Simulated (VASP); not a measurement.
# O in VASP: further runs, part 2 of 2

VASP 6.6.1. The steps go on from the part before.

## 4. Single point, PBE, collinear spin, ferromagnetic start

Contents of INCAR:

```
PREC = Accurate
ENCUT = 1000
EDIFF = 1E-6
ISMEAR = -1
SIGMA = 0.02
LREAL = F
LASPH = T
NELM = 200
ALGO = Normal
ISIF = 2
LWAVE = F
LCHARG = F
ISPIN = 2
MAGMOM = 0.56 0.56 0.56 0.56 0.56 0.56 0.56 0.56 0.56 0.56 0.56 0.56
LORBIT = 11
GGA = PE
NBANDS = 52
GGA_COMPAT = F
```

Contents of KPOINTS:

```
regular mesh
0
Gamma
  1 1 1
```

Contents of POSCAR:

```
O
1.0
    7.1569970000      0.0000000000      0.0000000000
    0.0000000000      7.1569970000      0.0000000000
    0.0000000000      0.0000000000      7.1569970000
O
12
Direct
    0.0601928435      0.7081880850      0.5486798444
    0.1357412893      0.8279310443      0.4471009279
    0.6956129785      0.0060779682      0.5676962000
    0.7469333856      0.1592986556      0.5116810864
    0.2749896360      0.5327653484      0.0344138750
    0.1522985129      0.6508735438      0.0164454449
    0.6061620537      0.6145314858      0.7682412051
    0.5081880012      0.5470730252      0.6409671542
    0.1369848276      0.2104653670      0.7321785939
    0.2255694672      0.0790415310      0.7883194586
    0.8061900822      0.8799221238      0.1348750041
    0.7668719157      0.9013976113     -0.0285454919
```

On the command line:

```
cat potpaw_PBE.64/O_h/POTCAR > POTCAR
mpirun -np 1 vasp_gam > vasp.out
```

Wall time 2.2 min (1 thread of Intel Xeon Platinum 8488C (Sapphire Rapids), shared host); peak memory 1.2 GiB.

Results (log left out):

```
Free energy                                           : -60.2810 eV
Pressure                                              : -0.4 GPa
Largest force                                         : 1.892 eV/Å
Net moment                                            : 12.00 μB per cell
Site moments                                          : O +0.62 μB
Valence electrons inside the program's atomic spheres : O 3.29, 3.30, 3.32, 3.31 (each value once)
```

Forces on the atoms (eV/Å):
```
O    0.795  1.234 -1.068
O   -0.785 -1.279  1.048
O    0.092  0.329 -0.145
O   -0.127 -0.296  0.101
O   -0.359  0.317 -0.010
O    0.363 -0.348  0.042
O   -1.021 -0.772 -1.393
O    1.000  0.672  1.287
O   -0.606  0.906 -0.385
O    0.633 -0.875  0.424
O    0.076 -0.035  0.458
O   -0.060  0.147 -0.359
```

Stress tensor (GPa, compression positive):
```
-0.32 -0.67  0.06
-0.67 -0.36  0.10
 0.06  0.10 -0.37
```

Levels at points of the mesh, in eV from the Fermi level:
Spin up:
```
           k point  band 40  band 41  band 42  band 43  band 44  band 45
(0.00, 0.00, 0.00)    -0.61    -0.59    -0.56     5.12     6.78     7.07
```
Spin down:
```tsv
k point	band 27	band 28	band 29	band 30	band 31	band 32	band 33	band 34
(0.00, 0.00, 0.00)	-5.19	-5.08	-5.03	-4.99	1.25	1.30	1.33	1.36
```

Caveat: the k points lie up to 0.88 Å⁻¹ apart, too coarse for converged energies, forces and pressures.

## 5. Single point, PBE, collinear spin, ferromagnetic start

INCAR: that of step 4 with these lines changed.

```diff
@@ -13,3 +13,3 @@
 ISPIN = 2
-MAGMOM = 0.56 0.56 0.56 0.56 0.56 0.56 0.56 0.56 0.56 0.56 0.56 0.56
+MAGMOM = 1 1 1 1 1 1 1 1 1 1 1 1
 LORBIT = 11
```

KPOINTS is that of step 4.

Contents of POSCAR:

```
O
1.0
    7.1569970000      0.0000000000      0.0000000000
    0.0000000000      7.1569970000      0.0000000000
    0.0000000000      0.0000000000      7.1569970000
O
12
Direct
   -0.0272213118      0.6679825815      0.5051912421
    0.0956482112      0.7802994885      0.4675421124
    0.7246454147      0.0676446059      0.4563660765
    0.8324256401      0.1961802800      0.4864069004
    0.2659556449      0.5872487926      0.1089097685
    0.2032942140      0.6830512286     -0.0173511270
    0.5735607616      0.6176881089      0.7651645609
    0.5077432064      0.5297675493      0.6349837249
    0.2997583879      0.1551061888      0.6409942219
    0.2579348131      0.1232855640      0.8033149683
    0.8154793905      0.8640073445      0.0772580484
    0.8300835275      0.9240439674     -0.0817277973
```

Potentials or basis: VASP PAW PBE potentials, release 64 (O_h).

On the command line:

```
cat potpaw_PBE.64/O_h/POTCAR > POTCAR
mpirun -np 1 vasp_gam > vasp.out
```

OUTCAR:

```text
PREC = Accurate
   ENCUT = 1000
   EDIFF = 1E-6
   ISMEAR = -1
   LREAL = F
   LASPH = T
   NELM = 200
   ISIF = 2
   ISPIN = 2
   LORBIT = 11
   GGA = PE

 ion  position               nearest neighbor table
   1  0.973  0.668  0.505-   2 1.22
   2  0.096  0.780  0.468-   1 1.22
   3  0.725  0.068  0.456-   4 1.22
   4  0.832  0.196  0.486-   3 1.22
   5  0.266  0.587  0.109-   6 1.22
   6  0.203  0.683  0.983-   5 1.22
   7  0.574  0.618  0.765-   8 1.22
   8  0.508  0.530  0.635-   7 1.22
   9  0.300  0.155  0.641-  10 1.22
  10  0.258  0.123  0.803-   9 1.22
  11  0.815  0.864  0.077-  12 1.22
  12  0.830  0.924  0.918-  11 1.22

  LATTYP: Found a simple cubic cell.
 ALAT       =     7.1569970000

  Lattice vectors:

 A1 = (   7.1569970000,   0.0000000000,   0.0000000000)
 A2 = (   0.0000000000,   7.1569970000,   0.0000000000)
 A3 = (   0.0000000000,   0.0000000000,   7.1569970000)

Analysis of symmetry for initial positions (statically):
=====================================================================
 Subroutine PRICEL returns:
 Original cell was already a primitive cell.

 Routine SETGRP: Setting up the symmetry group for a
 simple cubic supercell.

 Subroutine GETGRP returns: Found  1 space group operations
 (whereof  1 operations were pure point group operations)
 out of a pool of 48 trial point group operations.

The static configuration has the point symmetry C_1 .

Analysis of symmetry for dynamics (positions and initial velocities):
=====================================================================
 Subroutine PRICEL returns:
 Original cell was already a primitive cell.

 Routine SETGRP: Setting up the symmetry group for a
 simple cubic supercell.

 Subroutine GETGRP returns: Found  1 space group operations
 (whereof  1 operations were pure point group operations)
 out of a pool of 48 trial point group operations.

The dynamic configuration has the point symmetry C_1 .

Analysis of structural, dynamic, and magnetic symmetry:
=====================================================================
 Subroutine PRICEL returns:
 Original cell was already a primitive cell.

 Routine SETGRP: Setting up the symmetry group for a
 simple cubic supercell.

 Subroutine GETGRP returns: Found  1 space group operations
 (whereof  1 operations were pure point group operations)
 out of a pool of 48 trial point group operations.

The overall configuration has the point symmetry C_1 .

 Subroutine INISYM returns: Found  1 space group operations
 (whereof  1 operations are pure point group operations),
 and found     1 'primitive' translations

----------------------------------------------------------------------------------------

                                     Primitive cell

  volume of cell :     366.6000

  direct lattice vectors                    reciprocal lattice vectors
     7.156997000  0.000000000  0.000000000     0.139723406  0.000000000  0.000000000
     0.000000000  7.156997000  0.000000000     0.000000000  0.139723406  0.000000000
     0.000000000  0.000000000  7.156997000     0.000000000  0.000000000  0.139723406

  length of vectors
     7.156997000  7.156997000  7.156997000     0.139723406  0.139723406  0.139723406

  position of ions in fractional coordinates (direct lattice)
     0.972778688  0.667982581  0.505191242
     0.095648211  0.780299488  0.467542112
     0.724645415  0.067644606  0.456366076
[... 99 lines left out ...]
   AEXX    =    0.0000 exact exchange contribution
   IVDW    =     0    specifies the selected vdW correction
   LEPSILON=     F    determine dielectric tensor
   LRPA    =     F    only Hartree local field effects (RPA)
 spin polarized calculation
  energy-cutoff  :     1000.00
  volume of cell :      366.60
 maximum number of plane-waves:     13097
 NGX is ok and might be reduce to    80
   NGX = 37   NGY = 37   NGZ = 37

 number of electron      72.0000003 magnetization      12.0000004

 Free energy of the ion-electron system (eV)
  ---------------------------------------------------
  ext. energy  EPLUGINS =         0.00000000
  ---------------------------------------------------
  free energy    TOTEN  =       -60.37299931 eV

  energy without entropy =      -60.37299931  energy(sigma->0) =      -60.37299931

 E-fermi :  -3.5625     XC(G=0):  -5.2031

 val. band max:       -4.1141673638   @ k =   0.0000   0.0000   0.0000
 cond. band min:      -2.1998913470   @ k =   0.0000   0.0000   0.0000
 fundamental gap:      1.9142760168
 Fermi energy:        -3.5624669358

 spin component 1

 k-point     1 :       0.0000    0.0000    0.0000
  band No.  band energies     occupation
      1     -30.1300      1.00000
      2     -30.1004      1.00000
      3     -30.0838      1.00000
      4     -30.0625      1.00000
      5     -30.0515      1.00000
      6     -30.0360      1.00000
[... 40 lines left out ...]
     47       3.9871      0.00000
     48       4.1120      0.00000
 Fermi energy:        -3.5624669358

 spin component 2

 k-point     1 :       0.0000    0.0000    0.0000
  band No.  band energies     occupation
      1     -28.9420      1.00000
      2     -28.9113      1.00000
      3     -28.8946      1.00000
      4     -28.8720      1.00000
      5     -28.8609      1.00000
      6     -28.8445      1.00000
[... 40 lines left out ...]
     47       4.3956      0.00000
     48       4.5046      0.00000
 [bands above 48 left out]

------------------------ aborting loop because EDIFF is reached ----------------------------------------

  FORCE on cell =-STRESS in cart. coord.  units (eV):
  Direction    XX          YY          ZZ          XY          YZ          ZX
  --------------------------------------------------------------------------------------
  -------------------------------------------------------------------------------------
  Total        0.1140117      0.0399807     -0.2360281     -0.1168688      0.2820849     -0.0432383
  in kB        0.4982732      0.1747305     -1.0315296     -0.5107598      1.2328150     -0.1889672
  external PRESSURE =      -0.1195086 kB  Pullay stress =       0.0000000 kB

 VOLUME and BASIS-vectors are now :
 -----------------------------------------------------------------------------
  energy-cutoff  :     1000.00
  volume of cell :      366.60
      direct lattice vectors                 reciprocal lattice vectors
     7.156997000  0.000000000  0.000000000     0.139723406  0.000000000  0.000000000
     0.000000000  7.156997000  0.000000000     0.000000000  0.139723406  0.000000000
     0.000000000  0.000000000  7.156997000     0.000000000  0.000000000  0.139723406

 POSITION                                       TOTAL-FORCE (eV/Angst)
 -----------------------------------------------------------------------------------
      6.96217      4.78075      3.61565         0.147715      0.104445     -0.045483
      0.68455      5.58460      3.34620        -0.146030     -0.124897      0.071924
      5.18629      0.48413      3.26621         0.017444      0.053764      0.027924
      5.95767      1.40406      3.48121        -0.026637     -0.026058     -0.005862
      1.90344      4.20294      0.77947        -0.020048      0.021177     -0.068467
      1.45498      4.88860      7.03282         0.033722     -0.056957      0.067937
      4.10497      4.42079      5.47628         0.010220     -0.025161     -0.046396
      3.63392      3.79154      4.54458         0.014955      0.029786      0.002227
      2.14537      1.11009      4.58759        -0.053043     -0.055426      0.134269
      1.84604      0.88235      5.74932         0.034941      0.035485     -0.134809
      5.83638      6.18370      0.55294        -0.010480      0.055057     -0.149087
      5.94091      6.61338      6.57207        -0.002758     -0.011215      0.145824
 -----------------------------------------------------------------------------------
    total drift:                               -0.000657      0.000877      0.000184

  FREE ENERGIE OF THE ION-ELECTRON SYSTEM (eV)
  ---------------------------------------------------
  free  energy   TOTEN  =       -60.3729993087 eV

  energy  without entropy=      -60.3729993087  energy(sigma->0) =      -60.37299931

 total charge

# of ion       s       p       d       tot
------------------------------------------
    1        1.090   2.215   0.000   3.305
    2        1.090   2.215   0.000   3.305
    3        1.090   2.217   0.000   3.306
    4        1.090   2.217   0.000   3.306
    5        1.090   2.216   0.000   3.306
    6        1.089   2.218   0.000   3.307
    7        1.089   2.218   0.000   3.308
    8        1.090   2.217   0.000   3.307
    9        1.090   2.215   0.000   3.305
   10        1.089   2.216   0.000   3.306
   11        1.090   2.216   0.000   3.306
   12        1.090   2.216   0.000   3.306
--------------------------------------------------
tot         13.076  26.596   0.000  39.672

 magnetization (x)

# of ion       s       p       d       tot
------------------------------------------
    1        0.014   0.608   0.000   0.621
    2        0.014   0.607   0.000   0.620
    3        0.014   0.608   0.000   0.622
    4        0.014   0.607   0.000   0.620
    5        0.014   0.608   0.000   0.622
    6        0.013   0.606   0.000   0.620
    7        0.013   0.607   0.000   0.620
    8        0.014   0.608   0.000   0.621
    9        0.014   0.610   0.000   0.624
   10        0.014   0.606   0.000   0.619
   11        0.014   0.607   0.000   0.621
   12        0.014   0.608   0.000   0.622
--------------------------------------------------
tot          0.163   7.289   0.000   7.452
```

Wall time 2.8 min (1 thread of Intel Xeon 6975P-C (Granite Rapids), shared host); peak memory 1.2 GiB.

What came out:

- Free energy: -60.3730 eV
- Pressure: 0.0 GPa
- Largest force: 0.205 eV/Å
- Net moment: 12.00 μB per cell
- Site moments: O +0.62 μB
- Valence electrons inside the program's atomic spheres: O 3.31

Forces in eV/Å, atoms in the order of the input:
```
O    0.148  0.104 -0.045
O   -0.146 -0.125  0.072
O    0.017  0.054  0.028
O   -0.027 -0.026 -0.006
O   -0.020  0.021 -0.068
O    0.034 -0.057  0.068
O    0.010 -0.025 -0.046
O    0.015  0.030  0.002
O   -0.053 -0.055  0.134
O    0.035  0.035 -0.135
O   -0.010  0.055 -0.149
O   -0.003 -0.011  0.146
```

Stress tensor (GPa, compression positive):
```
 0.05 -0.05 -0.02
-0.05  0.02  0.12
-0.02  0.12 -0.10
```

Caveat: the k points lie up to 0.88 Å⁻¹ apart, too coarse for converged energies, forces and pressures.

## 6. Summary

```csv
cell,pressure (GPa),moment (μB),largest force (eV/Å)
"as given, atomic positions A",0.7,12.00,1.54
"as given, atomic positions B",-0.8,12.00,2.57
"as given, atomic positions C",-0.4,12.00,1.89
"as given, atomic positions D",0.0,12.00,0.21
```

Alike in all rows: task single point; level PBE; potentials or basis VASP PAW PBE potentials, release 64 (O_h); spin collinear, ferromagnetic start; k mesh 1 × 1 × 1; cutoff (eV) 1000; smearing fermi-dirac 0.02 eV.

Caveats: all runs use coarse meshes.

Total energies depend on the potentials used, so only differences within one code and one set of settings carry meaning.
